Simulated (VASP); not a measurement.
The system is Si.

```xyz
2
Lattice="2.3140 -2.4396 0.0000 2.3140 2.4396 0.0000 0.0000 0.0000 3.6022" Properties=species:S:1:pos:R:3 pbc="T T T"
Si    3.4831    0.0000    0.0000
Si    1.1449    0.0000    0.0000
```

```yaml
Program: VASP 6.6.1
Task: relaxation of cell and atoms
Functional: PBE
Potentials_or_basis: VASP PAW PBE potentials, release 64 (Si)
Cutoff: 600 eV
k_mesh: 6 × 6 × 6
Occupations: gaussian, width 0.1 eV
Spin: no spin polarisation
```

At the start: pressure 3.0 GPa; volume 20.34 Å³/atom.

Question: Where does the relaxation end?

Answer: Over 37 steps the energy falls by 475.2 meV/atom and the volume is 16.15 Å³/atom (-20.6 %); space group Pm-3m (No. 221, to 0.05 Å).

Step by step:
| step | energy change (eV) | largest force (eV/Å) | pressure (GPa) | volume (Å³) |
| --- | --- | --- | --- | --- |
| 1 | 0.0000 | 0.3143 | 3.03 | 40.67 |
| 2 | -0.1082 | 0.0139 | -5.78 | 42.80 |
| 3 | -0.1232 | 0.0116 | -3.79 | 42.14 |
| 4 | -0.2363 | 0.0133 | -3.83 | 39.81 |
| 5 | -0.6821 | 0.0690 | 3.17 | 32.88 |
| 6 | 12.4556 | 0.0543 | 287.97 | 19.21 |
| 7 | -0.7006 | 0.0532 | 4.11 | 32.58 |
| 8 | 0.1082 | 0.1019 | 44.07 | 25.86 |
| 9 | -0.7589 | 0.0867 | 6.51 | 31.67 |
| 10 | -0.7034 | 0.0694 | 17.93 | 28.76 |
| 11 | -0.7942 | 0.0971 | 9.06 | 30.77 |
| 12 | -0.7978 | 0.0676 | 10.17 | 30.43 |
| 13 | -0.8168 | 0.0002 | 10.66 | 30.14 |
| 14 | -0.8181 | 0.0017 | 10.92 | 30.05 |
| 15 | -0.8402 | 0.0042 | 9.43 | 30.35 |
| 16 | -0.8893 | 0.0009 | 5.34 | 31.24 |
| 17 | -0.9195 | 0.0769 | -1.18 | 33.08 |
| 18 | -0.9201 | 0.0751 | -0.51 | 32.86 |
| 19 | -0.9201 | 0.0743 | -0.32 | 32.80 |
| 20 | -0.9216 | 0.0729 | -0.28 | 32.77 |
| 21 | -0.9255 | 0.0482 | -0.11 | 32.65 |
| 22 | -0.9279 | 0.0139 | 0.13 | 32.42 |
| 23 | -0.9315 | 0.0201 | 1.30 | 31.94 |
| 24 | -0.9309 | 0.0277 | 0.30 | 32.27 |
| 25 | -0.9336 | 0.0280 | 0.71 | 32.11 |
| 26 | -0.9355 | 0.0241 | 0.76 | 32.09 |
| 27 | -0.9369 | 0.0174 | 0.84 | 32.06 |
| 28 | -0.9369 | 0.0156 | 0.86 | 32.05 |
| 29 | -0.9385 | 0.0132 | 0.71 | 32.10 |
| 30 | -0.9425 | 0.0035 | 0.29 | 32.24 |
| 31 | -0.9487 | 0.0463 | -0.53 | 32.51 |
| 32 | -0.9353 | 0.0977 | -2.07 | 33.06 |
| 33 | -0.9493 | 0.0527 | -0.84 | 32.61 |
| 34 | -0.9499 | 0.0489 | -0.51 | 32.50 |
| 35 | -0.9500 | 0.0475 | -0.37 | 32.45 |
| 36 | -0.9503 | 0.0407 | -0.11 | 32.37 |
| 37 | -0.9504 | 0.0355 | 0.11 | 32.30 |

Final structure:
```xyz
2
Lattice="2.5369 -2.5361 0.0000 2.5369 2.5361 0.0000 0.0000 0.0000 2.5104" Properties=species:S:1:pos:R:3 pbc="T T T"
Si    3.7988    0.0000    0.0000
Si    1.2750    0.0000    0.0000
```

Caveat: the volume moved by over 15 % at a fixed basis, so the end points are rough.
